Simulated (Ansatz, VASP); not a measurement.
## SrTiO3 in VASP and in Ansatz

```
Sr Ti O
1.0
     3.91270    0.00000    0.00000
     0.00000    3.91270    0.00000
     0.00000    0.00000    3.91270
Sr Ti O
1 1 3
Direct
  0.00000 0.00000 0.00000
  0.50000 0.50000 0.50000
  0.50000 0.00000 0.50000
  0.50000 0.50000 0.00000
  0.00000 0.50000 0.50000
```

Alike in both runs: task relaxation of cell and atoms; functional PBE; k mesh 8 × 8 × 8; occupations gaussian, width 0.02 eV; no spin polarisation.

|  | VASP | Ansatz |
| --- | --- | --- |
| version | VASP 6.6.1 | Ansatz 0.2.0 |
| potentials or method | VASP PAW PBE potentials, release 64 (Sr_sv, Ti_sv, O), cutoff 600 eV | scalar-relativistic, plane waves, PAW |
| valence electrons in the cell | 40 | 40 |

Ansatz gave:

```
gap on the k mesh at the Fermi level, each at its own relaxed structure (eV) : 1.84
relaxed volume (Å³/atom)                                                     : 12.20
relaxed cell length with the largest relative difference (Å)                 : 3.936
```

Q: Estimate VASP's values.

A: gap on the k mesh at the Fermi level, each at its own relaxed structure (eV): 1.81; relaxed volume (Å³/atom): 12.23; relaxed cell length with the largest relative difference (Å): 3.940.
